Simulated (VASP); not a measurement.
# W3O (P4_2mc) in VASP: notebook, part 2 of 2

VASP 6.6.1. The steps go on from the part before.

### 3 Single point, PBEsol (all W atoms moved +0.062 Å, as atom 1 along Cartesian [0 1 0])

File INCAR:

```
SYSTEM = W3O
PREC = Accurate
ENCUT = 520
EDIFF = 1E-6
ISMEAR = 0
SIGMA = 0.15
LREAL = .FALSE.
LASPH = .TRUE.
NELM = 80
ALGO = Normal
ISIF = 2
LWAVE = .FALSE.
LCHARG = .FALSE.
GGA = PS
NBANDS = 58
```

File KPOINTS:

```
Automatic mesh
0
G
  8 8 8
  0 0 0
```

File POSCAR:

```
W3O
1.0
    4.8313496810      0.0000000000      0.0000000000
    0.0000000000      4.8313496810      0.0000000000
    0.0000000000      0.0000000000      4.8313496810
W O
6 2
Direct
    0.5000000000      0.7629363437      0.0000000000
    0.0000000000      0.5129363437      0.7500000000
    0.2500000000      0.0129363437      0.5000000000
    0.5000000000      0.2629363437      0.0000000000
    0.0000000000      0.5129363437      0.2500000000
    0.7500000000      0.0129363437      0.5000000000
    0.5000000000      0.5000000000      0.5000000000
    0.0000000000      0.0000000000      0.0000000000
```

Potentials or basis: VASP PAW PBE potentials, release 64 (W_sv, O).

Launch:

```
$ cat potpaw_PBE.64/W_sv/POTCAR potpaw_PBE.64/O/POTCAR > POTCAR
$ mpirun -np 1 vasp_std > vasp.out
```

OUTCAR:

```text
SYSTEM = W3O
   PREC = Accurate
   ENCUT = 520
   EDIFF = 1E-6
   ISMEAR = 0
   LREAL = .FALSE.
   LASPH = .TRUE.
   NELM = 80
   ISIF = 2
   GGA = PS

 ion  position               nearest neighbor table
   1  0.500  0.763  0.000-   4 2.42   4 2.42   8 2.67   8 2.67   7 2.73   7 2.73   2 2.96   3 2.96
                             6 2.96   5 2.96   6 2.96   2 2.96   5 2.96   3 2.96
   2  0.000  0.513  0.750-   5 2.42   5 2.42   8 2.65   7 2.70   7 2.70   3 2.96   4 2.96   1 2.96
                             3 2.96   6 2.96   1 2.96   4 2.96   6 2.96
   3  0.250  0.013  0.500-   6 2.42   6 2.42   7 2.65   8 2.70   8 2.70   2 2.96   4 2.96   1 2.96
                             4 2.96   5 2.96   2 2.96   5 2.96   1 2.96
   4  0.500  0.263  0.000-   1 2.42   1 2.42   7 2.67   7 2.67   8 2.73   8 2.73   3 2.96   3 2.96
                             6 2.96   5 2.96   6 2.96   2 2.96   5 2.96   2 2.96
   5  0.000  0.513  0.250-   2 2.42   2 2.42   8 2.65   7 2.70   7 2.70   1 2.96   3 2.96   4 2.96
                             3 2.96   6 2.96   1 2.96   4 2.96   6 2.96
   6  0.750  0.013  0.500-   3 2.42   3 2.42   7 2.65   8 2.70   8 2.70   2 2.96   1 2.96   1 2.96
                             4 2.96   4 2.96   2 2.96   5 2.96   5 2.96
   7  0.500  0.500  0.500-   3 2.65   6 2.65   4 2.67   4 2.67   2 2.70   5 2.70   2 2.70   5 2.70
                             1 2.73   1 2.73
   8  0.000  0.000  0.000-   2 2.65   5 2.65   1 2.67   1 2.67   6 2.70   3 2.70   6 2.70   3 2.70
                             4 2.73   4 2.73

  LATTYP: Found a simple cubic cell.
 ALAT       =     4.8313496810

  Lattice vectors:

 A1 = (   4.8313496810,   0.0000000000,   0.0000000000)
 A2 = (   0.0000000000,   4.8313496810,   0.0000000000)
 A3 = (   0.0000000000,   0.0000000000,   4.8313496810)

Analysis of symmetry for initial positions (statically):
=====================================================================
 Subroutine PRICEL returns:
 Original cell was already a primitive cell.

 Routine SETGRP: Setting up the symmetry group for a
 simple cubic supercell.

 Subroutine GETGRP returns: Found  8 space group operations
[... 159 lines left out ...]
   IVDW    =     0    specifies the selected vdW correction
   LEPSILON=     F    determine dielectric tensor
   LRPA    =     F    only Hartree local field effects (RPA)
 non-spin polarized calculation
 Gauss-broadening in eV      SIGMA  =   0.15
  energy-cutoff  :      520.00
  volume of cell :      112.77
 maximum number of plane-waves:      3060
 NGX is ok and might be reduce to    36
   NGX = 17   NGY = 17   NGZ = 17

 number of electron      95.9999961 magnetization

 Free energy of the ion-electron system (eV)
  ---------------------------------------------------
  ext. energy  EPLUGINS =         0.00000000
  ---------------------------------------------------
  free energy    TOTEN  =       -86.57325539 eV

  energy without entropy =      -86.49690957  energy(sigma->0) =      -86.53508248

 E-fermi :  10.0923     XC(G=0): -13.4044

 val. band max:       10.0871351715   @ k =   0.1250   0.1250   0.1250
 cond. band min:      10.0927456965   @ k =   0.1250   0.0000   0.1250
 fundamental gap:      0.0056105250
 Fermi energy:        10.0923239813

 k-point     1 :       0.0000    0.0000    0.0000
  band No.  band energies     occupation
      1     -64.1031      2.00000
      2     -64.0375      2.00000
      3     -64.0364      2.00000
      4     -63.8015      2.00000
      5     -63.8015      2.00000
      6     -63.8000      2.00000
[... 1453 lines left out ...]
     57      12.9095      0.00000
     58      12.9131      0.00000

 [... further k-points ...]

------------------------ aborting loop because EDIFF is reached ----------------------------------------

  FORCE on cell =-STRESS in cart. coord.  units (eV):
  Direction    XX          YY          ZZ          XY          YZ          ZX
  --------------------------------------------------------------------------------------
  -------------------------------------------------------------------------------------
  Total        0.7345212      0.7058855      0.7345212      0.0000000      0.0000000      0.0000000
  in kB       10.4354090     10.0285800     10.4354090      0.0000000      0.0000000      0.0000000
  external PRESSURE =      10.2997993 kB  Pullay stress =       0.0000000 kB

 VOLUME and BASIS-vectors are now :
 -----------------------------------------------------------------------------
  energy-cutoff  :      520.00
  volume of cell :      112.77
      direct lattice vectors                 reciprocal lattice vectors
     4.831349681  0.000000000  0.000000000     0.206981499  0.000000000  0.000000000
     0.000000000  4.831349681  0.000000000     0.000000000  0.206981499  0.000000000
     0.000000000  0.000000000  4.831349681     0.000000000  0.000000000  0.206981499

 POSITION                                       TOTAL-FORCE (eV/Angst)
 -----------------------------------------------------------------------------------
      2.41567      3.68601      0.00000         0.000000      0.071727      0.000000
      0.00000      2.47817      3.62351         0.000000      0.099126     -0.008861
      1.20784      0.06250      2.41567        -0.008861      0.099126      0.000000
      2.41567      1.27034      0.00000         0.000000      0.071727      0.000000
      0.00000      2.47817      1.20784         0.000000      0.099126      0.008861
      3.62351      0.06250      2.41567         0.008861      0.099126      0.000000
      2.41567      2.41567      2.41567         0.000000     -0.269978      0.000000
      0.00000      0.00000      0.00000         0.000000     -0.269978      0.000000
 -----------------------------------------------------------------------------------
    total drift:                                0.000000     -0.000201     -0.000003

  FREE ENERGIE OF THE ION-ELECTRON SYSTEM (eV)
  ---------------------------------------------------
  free  energy   TOTEN  =       -86.5732553868 eV

  energy  without entropy=      -86.4969095686  energy(sigma->0) =      -86.53508248
```

OSZICAR:

```text
N       E                     dE             d eps       ncg     rms          rms(c)
DAV:   1     0.132960399932E+04    0.13296E+04   -0.54727E+04  8700   0.193E+03
DAV:   2     0.172374512368E+02   -0.13124E+04   -0.12746E+04  8880   0.620E+02
DAV:   3    -0.854882774213E+02   -0.10273E+03   -0.96458E+02 10206   0.157E+02
DAV:   4    -0.908418314650E+02   -0.53536E+01   -0.49917E+01 10712   0.300E+01
DAV:   5    -0.909838406348E+02   -0.14201E+00   -0.14069E+00 10508   0.466E+00    0.494E+01
DAV:   6    -0.884915142349E+02    0.24923E+01   -0.14745E+01 11040   0.205E+01    0.227E+01
DAV:   7    -0.879009181714E+02    0.59060E+00   -0.11361E+01 11622   0.136E+01    0.133E+01
DAV:   8    -0.865487361680E+02    0.13522E+01   -0.38322E+00 11182   0.884E+00    0.113E+00
DAV:   9    -0.865911109663E+02   -0.42375E-01   -0.62603E-01 10124   0.276E+00    0.154E+00
DAV:  10    -0.865761926264E+02    0.14918E-01   -0.25233E-02 10270   0.804E-01    0.724E-01
DAV:  11    -0.865735376336E+02    0.26550E-02   -0.13160E-02 10300   0.533E-01    0.263E-01
DAV:  12    -0.865732788182E+02    0.25882E-03   -0.11749E-03 11022   0.237E-01    0.125E-01
DAV:  13    -0.865732576985E+02    0.21120E-04   -0.13652E-04 10210   0.587E-02    0.189E-02
DAV:  14    -0.865732552405E+02    0.24580E-05   -0.14464E-05  9222   0.182E-02    0.377E-03
DAV:  15    -0.865732553868E+02   -0.14627E-06   -0.13426E-06  6352   0.635E-03
   1 F= -.86573255E+02 E0= -.86535082E+02  d E =-.763458E-01
```

Wall time 7.5 min (1 thread of Intel Xeon Platinum 8375C at 2.90GHz (Ice Lake), shared host); peak memory 0.44 GiB.

What came out:

| Property | Result |
| --- | --- |
| Free energy | -86.5733 eV |
| Pressure | 1.0 GPa |
| Largest force | 0.270 eV/Å |
| Band gap on the k mesh | zero (bands 48 and 49 overlap by 0.94 eV) |

Forces on the atoms (eV/Å):
```
W    0.000  0.072  0.000
W    0.000  0.099 -0.009
W   -0.009  0.099  0.000
W    0.000  0.072  0.000
W    0.000  0.099  0.009
W    0.009  0.099  0.000
O    0.000 -0.270  0.000
O    0.000 -0.270  0.000
```

Caveat: the cell differs from its parent crystal (all W atoms moved +0.062 Å, as atom 1 along Cartesian [0 1 0]); the PAW data sets were made with another functional, which shifts forces and pressure a little; spin-orbit coupling is left out, which moves the levels of the heavy elements.
